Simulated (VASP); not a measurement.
# LiSnF3 (Pm-3m) in VASP: notebook, part 2 of 2

VASP 6.6.1. Earlier steps stand in the parts before.

**3. Single point, PBE**

This run uses another cell than the first one, of 20.56 Å³/atom.

INCAR

```
PREC = Accurate
ENCUT = 520
EDIFF = 1E-7
ISMEAR = 0
SIGMA = 0.1
LREAL = F
LASPH = T
NELM = 100
ALGO = Normal
ISIF = 2
LWAVE = F
LCHARG = F
GGA = PE
NBANDS = 27
```

KPOINTS

```
regular mesh
0
Gamma
  4 4 4
```

POSCAR

```
LiSnF3
1.0
    4.6845392506      0.0000000000      0.0000000000
    0.0000000000      4.6845392506      0.0000000000
    0.0000000000      0.0000000000      4.6845392506
Li Sn F
1 1 3
Direct
    0.0000000000      0.0000000000      0.0000000000
    0.5000000000      0.5000000000      0.5000000000
    0.0000000000      0.5000000000      0.5000000000
    0.5000000000      0.5000000000      0.0000000000
    0.5000000000      0.0000000000      0.5000000000
```

Potentials or basis: VASP PAW PBE potentials, release 64 (Li_sv, Sn_d, F).

Launch:

```console
> cat potpaw_PBE.64/Li_sv/POTCAR potpaw_PBE.64/Sn_d/POTCAR potpaw_PBE.64/F/POTCAR > POTCAR
> mpirun -np 1 vasp_std > vasp.out
```

OUTCAR:

```text
PREC = Accurate
   ENCUT = 520
   EDIFF = 1E-7
   ISMEAR = 0
   LREAL = F
   LASPH = T
   NELM = 100
   ISIF = 2
   GGA = PE

 ion  position               nearest neighbor table
   1  0.000  0.000  0.000-
   2  0.500  0.500  0.500-   3 2.34   4 2.34   5 2.34   4 2.34   5 2.34   3 2.34
   3  0.000  0.500  0.500-   2 2.34   2 2.34
   4  0.500  0.500  0.000-   2 2.34   2 2.34
   5  0.500  0.000  0.500-   2 2.34   2 2.34

  LATTYP: Found a simple cubic cell.
 ALAT       =     4.6845392506

  Lattice vectors:

 A1 = (   4.6845392506,   0.0000000000,   0.0000000000)
 A2 = (   0.0000000000,   4.6845392506,   0.0000000000)
 A3 = (   0.0000000000,   0.0000000000,   4.6845392506)

Analysis of symmetry for initial positions (statically):
=====================================================================
 Subroutine PRICEL returns:
 Original cell was already a primitive cell.

 Routine SETGRP: Setting up the symmetry group for a
 simple cubic supercell.

 Subroutine GETGRP returns: Found 48 space group operations
 (whereof 48 operations were pure point group operations)
 out of a pool of 48 trial point group operations.

The static configuration has the point symmetry O_h .

Analysis of symmetry for dynamics (positions and initial velocities):
=====================================================================
 Subroutine PRICEL returns:
 Original cell was already a primitive cell.

 Routine SETGRP: Setting up the symmetry group for a
 simple cubic supercell.

 Subroutine GETGRP returns: Found 48 space group operations
 (whereof 48 operations were pure point group operations)
 out of a pool of 48 trial point group operations.

The dynamic configuration has the point symmetry O_h .

 Subroutine INISYM returns: Found 48 space group operations
 (whereof 48 operations are pure point group operations),
 and found     1 'primitive' translations

----------------------------------------------------------------------------------------

                                     Primitive cell

  volume of cell :     102.8018

  direct lattice vectors                    reciprocal lattice vectors
     4.684539251  0.000000000  0.000000000     0.213468165  0.000000000  0.000000000
     0.000000000  4.684539251  0.000000000     0.000000000  0.213468165  0.000000000
     0.000000000  0.000000000  4.684539251     0.000000000  0.000000000  0.213468165

  length of vectors
     4.684539251  4.684539251  4.684539251     0.213468165  0.213468165  0.213468165

  position of ions in fractional coordinates (direct lattice)
     0.000000000  0.000000000  0.000000000
     0.500000000  0.500000000  0.500000000
     0.000000000  0.500000000  0.500000000
     0.500000000  0.500000000  0.000000000
     0.500000000  0.000000000  0.500000000

  ion indices of the primitive-cell ions
   primitive index   ion index
                 1           1
                 2           2
                 3           3
                 4           4
                 5           5

[... 22 lines left out ...]
 ===========================================

 Found     10 irreducible k-points:

 Following reciprocal coordinates:
            Coordinates               Weight
  0.000000  0.000000  0.000000      1.000000
  0.250000  0.000000  0.000000      6.000000
  0.500000  0.000000  0.000000      3.000000
  0.250000  0.250000  0.000000     12.000000
  0.500000  0.250000  0.000000     12.000000
  0.500000  0.500000  0.000000      3.000000
  0.250000  0.250000  0.250000      8.000000
  0.500000  0.250000  0.250000     12.000000
  0.500000  0.500000  0.250000      6.000000
  0.500000  0.500000  0.500000      1.000000
   k-points           NKPTS =     10   k-points in BZ     NKDIM =     10   number of bands    NBANDS=     27
   number of dos      NEDOS =    301   number of ions     NIONS =      5
   total plane-waves  NPLWV =  46656
   dimension x,y,z NGX =    36 NGY =   36 NGZ =   36
   dimension x,y,z NGXF=    72 NGYF=   72 NGZF=   72
   ions per type =               1   1   3
   NGX,Y,Z   is equivalent  to a cutoff of  12.78, 12.78, 12.78 a.u.
   NGXF,Y,Z  is equivalent  to a cutoff of  25.55, 25.55, 25.55 a.u.
 SYSTEM =  unknown system
   PREC   = accura    normal or accurate (medium, high low for compatibility)
   ISTART =      0    job   : 0-new  1-cont  2-samecut
   ICHARG =      2    charge: 1-file 2-atom 10-const
   ISPIN  =      1    spin polarized calculation?
   LNONCOLLINEAR =      F non collinear calculations
   LSORBIT =      F    spin-orbit coupling
   LASPH  =      T    aspherical Exc in radial PAW
   ENCUT  =  520.0 eV  38.22 Ry    6.18 a.u.   8.71  8.71  8.71*2*pi/ulx,y,z
   NELM   =    100;   NELMIN=  2; NELMDL= -5     # of ELM steps
   EDIFF  = 0.1E-06   stopping-criterion for ELM
   LREAL  =      F    real-space projection
   EDIFFG = 0.1E-05   stopping-criterion for IOM
   NSW    =      0    number of steps for IOM
   IBRION =     -1    ionic relax: 0-MD 1-quasi-New 2-CG
   NFREE  =      0    steps in history (QN), initial steepest desc. (CG)
   ISIF   =      2    stress and relaxation
   ISYM   =      2    0-nonsym 1-usesym 2-fastsym
   POTIM  = 0.5000    time-step for ionic-motion
   TEBEG  =    0.0;   TEEND  =   0.0 temperature during run
   PSTRESS=    0.0 pullay stress
   NELECT =      38.0000    total number of electrons
   NUPDOWN=      -1.0000    fix difference up-down
   EMIN   =  10.00;   EMAX   =-10.00  energy-range for DOS
   EFERMI =   0.00;   METHOD = LEGACY
   ISMEAR =     0;   SIGMA  =   0.10  broadening in eV -4-tet -1-fermi 0-gaus
   EFERMI_NEDOS =   21; number of points for ismear=-14 and -15
   IALGO  =     38    algorithm
   IMIX   =      4    mixing-type and parameters
     AMIX     =   0.40;   BMIX     =  1.00
     AMIX_MAG =   1.60;   BMIX_MAG =  1.00
  volume/ion in A,a.u.               =      20.56       138.75
  Fermi-wavevector in a.u.,A,eV,Ry     =   1.174904  2.220247 18.781483  1.380400
  Thomas-Fermi vector in A             =   2.311294
   LORBIT       =      0    0 simple, 1 ext, 2 COOP (PROOUT), +10 PAW based schemes
   GGA     = PE    functional components
   LHFCALC =     F    Hartree Fock is set to
   AEXX    =    0.0000 exact exchange contribution
   IVDW    =     0    specifies the selected vdW correction
   LEPSILON=     F    determine dielectric tensor
   LRPA    =     F    only Hartree local field effects (RPA)
 non-spin polarized calculation
 Gauss-broadening in eV      SIGMA  =   0.10
  energy-cutoff  :      520.00
  volume of cell :      102.80
 maximum number of plane-waves:      2800
 NGX is ok and might be reduce to    36
   NGX = 17   NGY = 17   NGZ = 17

 number of electron      37.9999971 magnetization

 Free energy of the ion-electron system (eV)
  ---------------------------------------------------
  ext. energy  EPLUGINS =         0.00000000
  ---------------------------------------------------
  free energy    TOTEN  =       -21.55267795 eV

  energy without entropy =      -21.55267795  energy(sigma->0) =      -21.55267795

 E-fermi :   3.2603     XC(G=0):  -7.4104

 val. band max:        2.7637272505   @ k =   0.5000   0.5000   0.5000
 cond. band min:       3.7233270985   @ k =   0.0000   0.0000   0.0000
 fundamental gap:      0.9595998480
 Fermi energy:         3.2603492516

 k-point     1 :       0.0000    0.0000    0.0000
  band No.  band energies     occupation
      1     -47.5481      2.00000
      2     -21.4218      2.00000
      3     -21.4120      2.00000
      4     -21.4120      2.00000
      5     -19.1920      2.00000
      6     -19.1920      2.00000
[... 289 lines left out ...]
     26       6.5896      0.00000
     27      13.7770      0.00000

------------------------ aborting loop because EDIFF is reached ----------------------------------------

  FORCE on cell =-STRESS in cart. coord.  units (eV):
  Direction    XX          YY          ZZ          XY          YZ          ZX
  --------------------------------------------------------------------------------------
  -------------------------------------------------------------------------------------
  Total       -0.1881259     -0.1881259     -0.1881259      0.0000000     -0.0000000      0.0000000
  in kB       -2.9319629     -2.9319629     -2.9319629      0.0000000     -0.0000000      0.0000000
  external PRESSURE =      -2.9319629 kB  Pullay stress =       0.0000000 kB

 VOLUME and BASIS-vectors are now :
 -----------------------------------------------------------------------------
  energy-cutoff  :      520.00
  volume of cell :      102.80
      direct lattice vectors                 reciprocal lattice vectors
     4.684539251  0.000000000  0.000000000     0.213468165  0.000000000  0.000000000
     0.000000000  4.684539251  0.000000000     0.000000000  0.213468165  0.000000000
     0.000000000  0.000000000  4.684539251     0.000000000  0.000000000  0.213468165

 POSITION                                       TOTAL-FORCE (eV/Angst)
 -----------------------------------------------------------------------------------
      0.00000      0.00000      0.00000         0.000000      0.000000      0.000000
      2.34227      2.34227      2.34227         0.000000      0.000000      0.000000
      0.00000      2.34227      2.34227         0.000000      0.000000      0.000000
      2.34227      2.34227      0.00000         0.000000      0.000000      0.000000
      2.34227      0.00000      2.34227         0.000000      0.000000      0.000000
 -----------------------------------------------------------------------------------
    total drift:                                0.000000      0.000000      0.000000

  FREE ENERGIE OF THE ION-ELECTRON SYSTEM (eV)
  ---------------------------------------------------
  free  energy   TOTEN  =       -21.5526779476 eV

  energy  without entropy=      -21.5526779476  energy(sigma->0) =      -21.55267795
```

stdout:

```text
POSCAR found type information on POSCAR LiSnF
 POSCAR found :  3 types and       5 ions
 scaLAPACK will be used
 LDA part: xc-table for (Slater+PW92), standard interpolation
 POSCAR, INCAR and KPOINTS ok, starting setup
 FFT: planning ... GRIDC
 FFT: planning ... GRID_SOFT
 FFT: planning ... GRID
 WAVECAR not read
 entering main loop
```

Wall time 13 s (1 thread of Intel Xeon 6975P-C (Granite Rapids), shared host); peak memory 0.2 GiB.

What came out:

- Free energy: -21.5527 eV
- Band gap on the k mesh: 0.96 eV (least direct gap 1.98 eV)

Caveat: the cutoff is under 1.25 times the usual one of these potentials, so pressure, stress and relaxed cells hold a basis-set (Pulay) error; spin-orbit coupling is left out, which moves the levels of the heavy elements. A k mesh can miss the band edges.

**4. Single point, PBE**

This run uses another cell than the first one, of 20.43 Å³/atom.

INCAR

```
SYSTEM = LiSnF3
  PREC = Accurate
  ENCUT = 520
  EDIFF = 1E-6
  ISMEAR = 0
  SIGMA = 0.02
  LREAL = .FALSE.
  LASPH = .TRUE.
  NELM = 80
  ALGO = Normal
  ISIF = 2
  LWAVE = .FALSE.
  LCHARG = .FALSE.
  GGA = PE
  NBANDS = 27
```

KPOINTS

```
Automatic mesh
0
G
  6 6 6
  0 0 0
```

Edit POSCAR of step 3 so:

```diff
@@ -2,5 +2,5 @@
 1.0
-    4.6845392506      0.0000000000      0.0000000000
-    0.0000000000      4.6845392506      0.0000000000
-    0.0000000000      0.0000000000      4.6845392506
+    4.6744771068      0.0000000000      0.0000000000
+    0.0000000000      4.6744771068      0.0000000000
+    0.0000000000      0.0000000000      4.6744771068
 Li Sn F
```

Potentials or basis: VASP PAW PBE potentials, release 64 (Li_sv, Sn_d, F).

Launch:

```console
> cat potpaw_PBE.64/Li_sv/POTCAR potpaw_PBE.64/Sn_d/POTCAR potpaw_PBE.64/F/POTCAR > POTCAR
> mpirun -np 1 vasp_std > vasp.out
```

OUTCAR:

```text
SYSTEM = LiSnF3
   PREC = Accurate
   ENCUT = 520
   EDIFF = 1E-6
   ISMEAR = 0
   LREAL = .FALSE.
   LASPH = .TRUE.
   NELM = 80
   ISIF = 2
   GGA = PE

 ion  position               nearest neighbor table
   1  0.000  0.000  0.000-
   2  0.500  0.500  0.500-   3 2.34   4 2.34   5 2.34   4 2.34   5 2.34   3 2.34
   3  0.000  0.500  0.500-   2 2.34   2 2.34
   4  0.500  0.500  0.000-   2 2.34   2 2.34
   5  0.500  0.000  0.500-   2 2.34   2 2.34

  LATTYP: Found a simple cubic cell.
 ALAT       =     4.6744771068

  Lattice vectors:

 A1 = (   4.6744771068,   0.0000000000,   0.0000000000)
 A2 = (   0.0000000000,   4.6744771068,   0.0000000000)
 A3 = (   0.0000000000,   0.0000000000,   4.6744771068)

Analysis of symmetry for initial positions (statically):
=====================================================================
 Subroutine PRICEL returns:
 Original cell was already a primitive cell.

 Routine SETGRP: Setting up the symmetry group for a
 simple cubic supercell.

[... 166 lines left out ...]
  energy without entropy =      -21.57026655  energy(sigma->0) =      -21.57026655

 E-fermi :   2.9946     XC(G=0):  -7.4388

 val. band max:        2.8414363542   @ k =   0.5000   0.5000   0.5000
 cond. band min:       3.7670133492   @ k =   0.0000   0.0000   0.0000
 fundamental gap:      0.9255769950
 Fermi energy:         2.9945619713

 k-point     1 :       0.0000    0.0000    0.0000
  band No.  band energies     occupation
      1     -47.4943      2.00000
      2     -21.4209      2.00000
      3     -21.4077      2.00000
      4     -21.4077      2.00000
      5     -19.1423      2.00000
      6     -19.1423      2.00000
[... 589 lines left out ...]
     26       6.6371      0.00000
     27      13.8608      0.00000

------------------------ aborting loop because EDIFF is reached ----------------------------------------

  FORCE on cell =-STRESS in cart. coord.  units (eV):
  Direction    XX          YY          ZZ          XY          YZ          ZX
  --------------------------------------------------------------------------------------
  -------------------------------------------------------------------------------------
  Total       -0.0992433     -0.0992433     -0.0992433     -0.0000000      0.0000000     -0.0000000
  in kB       -1.5567273     -1.5567273     -1.5567273     -0.0000000      0.0000000     -0.0000000
  external PRESSURE =      -1.5567273 kB  Pullay stress =       0.0000000 kB

 VOLUME and BASIS-vectors are now :
 -----------------------------------------------------------------------------
  energy-cutoff  :      520.00
  volume of cell :      102.14
      direct lattice vectors                 reciprocal lattice vectors
     4.674477107  0.000000000  0.000000000     0.213927671  0.000000000  0.000000000
     0.000000000  4.674477107  0.000000000     0.000000000  0.213927671  0.000000000
     0.000000000  0.000000000  4.674477107     0.000000000  0.000000000  0.213927671

 POSITION                                       TOTAL-FORCE (eV/Angst)
 -----------------------------------------------------------------------------------
      0.00000      0.00000      0.00000         0.000000      0.000000      0.000000
      2.33724      2.33724      2.33724         0.000000      0.000000      0.000000
      0.00000      2.33724      2.33724         0.000000      0.000000      0.000000
      2.33724      2.33724      0.00000         0.000000      0.000000      0.000000
      2.33724      0.00000      2.33724         0.000000      0.000000      0.000000
 -----------------------------------------------------------------------------------
    total drift:                                0.000000      0.000000      0.000000

  FREE ENERGIE OF THE ION-ELECTRON SYSTEM (eV)
  ---------------------------------------------------
  free  energy   TOTEN  =       -21.5702665514 eV

  energy  without entropy=      -21.5702665514  energy(sigma->0) =      -21.57026655
```

OSZICAR:

```text
N       E                     dE             d eps       ncg     rms          rms(c)
DAV:   1     0.408014583612E+03    0.40801E+03   -0.18084E+04  1106   0.162E+03
DAV:   2     0.317036336111E+02   -0.37631E+03   -0.35643E+03  1264   0.454E+02
DAV:   3    -0.222543224095E+02   -0.53958E+02   -0.53488E+02  1204   0.161E+02
DAV:   4    -0.244592866071E+02   -0.22050E+01   -0.21959E+01  1538   0.342E+01
DAV:   5    -0.245358685239E+02   -0.76582E-01   -0.76531E-01  1474   0.521E+00    0.985E+00
DAV:   6    -0.216723739056E+02    0.28635E+01   -0.10855E+01  1367   0.236E+01    0.387E+00
DAV:   7    -0.216063694869E+02    0.66004E-01   -0.50947E-01  1478   0.457E+00    0.193E+00
DAV:   8    -0.215659676409E+02    0.40402E-01   -0.10615E-01  1132   0.311E+00    0.331E-01
DAV:   9    -0.215683933705E+02   -0.24257E-02   -0.16441E-02  1848   0.803E-01    0.207E-01
DAV:  10    -0.215701586822E+02   -0.17653E-02   -0.32952E-03  1250   0.493E-01    0.417E-02
DAV:  11    -0.215702357305E+02   -0.77048E-04   -0.28114E-04  1452   0.110E-01    0.206E-02
DAV:  12    -0.215702658100E+02   -0.30079E-04   -0.40265E-05  1445   0.585E-02    0.353E-03
DAV:  13    -0.215702665514E+02   -0.74139E-06   -0.23604E-06  1227   0.153E-02
   1 F= -.21570267E+02 E0= -.21570267E+02  d E =-.182075E-29
```

It took 17 s on 1 thread of Intel Xeon 6975P-C (Granite Rapids), shared host; peak memory 0.22 GiB.

What came out:

| Quantity | Value |
| --- | --- |
| Free energy | -21.5703 eV |
| Band gap on the k mesh | 0.93 eV (least direct gap 1.96 eV) |

Caveat: the cutoff is under 1.25 times the usual one of these potentials, so pressure, stress and relaxed cells hold a basis-set (Pulay) error; spin-orbit coupling is left out, which moves the levels of the heavy elements.

**5. Overview**

```tsv
cell	k mesh	smearing	gap on the mesh (eV)
a = 4.182 Å, 5 atoms	4 × 4 × 4	gaussian 0.1 eV	none
a = 4.685 Å, 5 atoms	4 × 4 × 4	gaussian 0.1 eV	0.96
a = 4.674 Å, 5 atoms	6 × 6 × 6	gaussian 0.02 eV	0.93
```

Alike in all rows: task single point; level PBE; potentials or basis VASP PAW PBE potentials, release 64 (Li_sv, Sn_d, F); no spin polarisation; cutoff (eV) 520.

Caveats: some runs use coarse meshes; the cutoff is under 1.25 times the usual one of these potentials, so pressure, stress and relaxed cells hold a basis-set (Pulay) error; spin-orbit coupling is left out, which moves the levels of the heavy elements.

Absolute energies hang on the potentials; compare differences alone.
